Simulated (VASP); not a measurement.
Runs of VASP 6.6.1 on Cd. The structure is that of space group Pm-3m (No. 221), or close to it. The cells are those of the table. 

```tsv
cell	k mesh	cutoff (eV)	gap on the mesh (eV)	pressure (GPa)
a = 3.067 Å, 1 atom	12 × 12 × 12	520	none	0.3
a = 3.067 Å, 1 atom	11 × 11 × 11	500	none	0.1
a = 3.107 Å, 1 atom	12 × 12 × 12	520	none	(a)
a = 3.025 Å, 1 atom	12 × 12 × 12	520	none	1.3
a = 3.067 Å, 1 atom	17 × 17 × 17	520	none	0.3
```

Alike in all rows: task single point; level RPBE; potentials or basis VASP PAW PBE potentials, release 64 (Cd); no spin polarisation; smearing fermi-dirac 0.1 eV.

Fill in the values left out.

(a) -0.5.

Caveats: the PAW data sets were made with another functional, which shifts forces and pressure a little.

A k mesh can miss the band edges, and the runs leave out spin-orbit coupling on Cd.

A gap of «none» marks levels without a gap at the run's occupations.
